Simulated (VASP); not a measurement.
A run of VASP 6.6.1 is set up as follows.

File POSCAR:

```
ZnS
1.0
    3.8227020304      0.0000000000      0.0000000000
   -1.9113510152      3.3105570694      0.0000000000
    0.0000000000      0.0000000000     12.5200000000
Zn S
4 4
Direct
    0.0000000000      0.0000000000      0.0000000000
    0.0000000000      0.0000000000      0.5000000000
    0.3333333333      0.6666666667      0.2230431310
    0.6666666667      0.3333333333      0.7500000000
    0.0000000000      0.0000000000      0.1875000000
    0.0000000000      0.0000000000      0.6875000000
    0.3333333333      0.6666666667      0.4375000000
    0.6666666667      0.3333333333      0.9375000000
```

File INCAR.step1:

```
SYSTEM = ZnS
  PREC = Accurate
  ENCUT = 520
  ISMEAR = 0
  SIGMA = 0.05
  LREAL = .FALSE.
  LASPH = .TRUE.
  NELM = 60
  NBANDS = 46
  GGA = PE
  ALGO = Normal
  EDIFF = 1E-4
  LWAVE = .TRUE.
  LCHARG = .FALSE.
```

INCAR.step2

```
SYSTEM = ZnS
  PREC = Accurate
  ENCUT = 520
  EDIFF = 1E-6
  ISMEAR = 0
  SIGMA = 0.05
  LREAL = .FALSE.
  LASPH = .TRUE.
  NELM = 60
  ALGO = Normal
  ISIF = 2
  LWAVE = .FALSE.
  LCHARG = .FALSE.
  METAGGA = R2SCAN
  LMIXTAU = .TRUE.
  NBANDS = 46
  ISTART = 1
```

KPOINTS

```
regular mesh
0
G
  6 6 2
  0 0 0
```

Potentials or basis: VASP PAW PBE potentials, release 64 (Zn, S).

Launch:

```bash
$ cat potpaw_PBE.64/Zn/POTCAR potpaw_PBE.64/S/POTCAR > POTCAR
$ cp INCAR.step1 INCAR
$ mpirun -np 1 vasp_std > vasp.out
$ cp INCAR.step2 INCAR
$ mpirun -np 1 vasp_std > vasp.out
```

Question: What does it give for the band gap on the k mesh?

Answer: 2.04 eV.

Question: Predict the largest force.

Answer: 1.682 eV/Å.

Question: Predict the pressure.

Answer: -0.3 GPa.

Forces on the atoms (eV/Å):
```
Zn   0.000  0.000 -0.341
Zn   0.000  0.000 -0.296
Zn   0.000  0.000  1.682
Zn   0.000  0.000 -0.301
S    0.000  0.000 -0.663
S    0.000  0.000  0.265
S    0.000  0.000 -0.605
S    0.000  0.000  0.258
```

Caveat: the cell differs from its parent crystal (atom 3 (Zn) moved -0.338 Å along Cartesian [0 0 1]); the PAW data sets were made with another functional, which shifts forces and pressure a little. A k mesh can miss the band edges.
